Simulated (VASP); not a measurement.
**ZnS: single point with PBEsol**

Crystal: ZnS.

```
Zn S
1.0
     3.67781    0.00000    0.00000
    -1.83890    3.18507    0.00000
     0.00000    0.00000    6.03855
Zn S
2 2
Direct
  0.33333 0.66667 0.99336
  0.66667 0.33333 0.49336
  0.33333 0.66667 0.37956
  0.66667 0.33333 0.87956
```

```yaml
Program: VASP 6.6.1
Task: single point
Functional: PBEsol
Potentials_or_basis: VASP PAW PBE potentials, release 64 (Zn, S)
Cutoff: 520 eV
k_mesh: 9 × 9 × 6
Occupations: gaussian, width 0.05 eV
Spin: no spin polarisation
Dipole_correction: no
Further_INCAR_settings: ALGO = Normal; EDIFF = 1e-07; NBANDS = 26
```

```
Pressure               : 8.5 GPa
Largest force          : 0.522 eV/Å
Band gap on the k mesh : 2.59 eV, direct
```

Forces in eV/Å, atoms in the order of the input:
```
Zn   0.000  0.000  0.522
Zn   0.000  0.000  0.522
S    0.000  0.000 -0.522
S    0.000  0.000 -0.522
```

Stress tensor (GPa, compression positive):
```
10.09  0.00  0.00
 0.00 10.09  0.00
 0.00  0.00  5.35
```

Levels at points of the mesh, in eV from the valence-band top:
```tsv
k point	band 14	band 15	band 16	band 17	band 18	band 19	band 20	band 21	band 22	band 23
(0.00, 0.00, 0.00)	-0.99	-0.99	-0.03	0.00	0.00	2.59	3.08	6.12	6.12	6.41
(0.00, 0.00, 0.50)	-3.07	-0.52	-0.52	-0.52	-0.52	3.70	3.70	6.58	6.58	6.58
```

Wall time 37 s on 1 thread of Intel(R) Xeon(R) 6975P-C (Granite Rapids) (shared host), peak memory 0.22 GiB.

Caveat: the PAW data sets were made with another functional, which shifts forces and pressure a little.
